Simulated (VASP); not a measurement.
Crystal: HfO2.

```
Hf O
1.0
     0.00000    2.57444    2.57444
     2.57444    0.00000    2.57444
     2.57444    2.57444    0.00000
Hf O
1 2
Cartesian
  0.0000 0.0000 0.0000
  3.8617 3.8617 3.8617
  1.2872 1.2872 1.2872
```

Base run:

| Item | Value |
| --- | --- |
| Program | VASP 6.6.1 |
| Functional | PBE |
| Dispersion | D4 |
| Potentials or basis | VASP PAW PBE potentials, release 64 (Hf_pv, O) |
| Cutoff | 520 eV |
| k mesh | 9 × 9 × 9 |
| Occupations | fermi-dirac, width 0.05 eV |
| Spin | no spin polarisation |

Its results: band gap on the k mesh 3.78 eV, indirect (least direct gap 3.89 eV); pressure -13.3 GPa.

Task: After a change of settings the same cell gave: band gap on the k mesh 3.78 eV, indirect (least direct gap 3.89 eV); pressure -10.3 GPa. Which change was it?
A. functional from PBE to PBEsol; dispersion from D4 to none
B. dispersion from D4 to none
C. functional from PBE to BLYP

Result: B.

Dispersion adds attraction, which lowers the pressure at fixed volume and, as a term added to the energy, leaves the levels alone.

Caveats: spin-orbit coupling is left out, which moves the levels of the heavy elements.
